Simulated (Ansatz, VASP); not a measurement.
**Two plane-wave programs on Mg2Te3O**

```
Mg Te O
1.0
     3.32100   -5.64462    0.00000
     3.32100    5.64462    0.00000
     0.00000    0.00000    4.88400
Mg Te O
2 3 1
Direct
  0.71726 0.71726 0.50000
  0.28274 0.28274 0.50000
  0.72231 0.27769 0.50000
  0.27769 0.72231 0.50000
  0.00000 0.00000 0.00000
  0.00000 0.00000 0.50000
```

Alike in both runs: functional PBE; k mesh 4 × 4 × 4; occupations gaussian, width 0.1 eV; no spin polarisation.

Ansatz relaxed the structure, and its values are those at the end. VASP's run is a single point on that final structure, the one shown.

|  | VASP | Ansatz |
| --- | --- | --- |
| version | VASP 6.6.1 | Ansatz 0.2.0 |
| potentials or method | VASP PAW PBE potentials, release 64 (Mg, Te, O), cutoff 520 eV | scalar-relativistic, plane waves, PAW |
| valence electrons in the cell | 28 | 74 |

Ansatz gave:

| Quantity | Value |
| --- | --- |
| gap on the k mesh at the Fermi level (eV) | none |
| pressure (GPa) | 0.0 |
| rms of the force components (eV/Å) | 0.003 |

Problem. Estimate VASP's values.

Solution. gap on the k mesh at the Fermi level (eV): none; pressure (GPa): -0.1; rms of the force components (eV/Å): 0.005.

A gap of «none» marks a metal or a gap that the smearing closes. VASP's potentials hold 28 valence electrons a cell and Ansatz's 74, so a difference there can come from the potentials and not from the codes.

Neither program's run includes spin-orbit coupling.
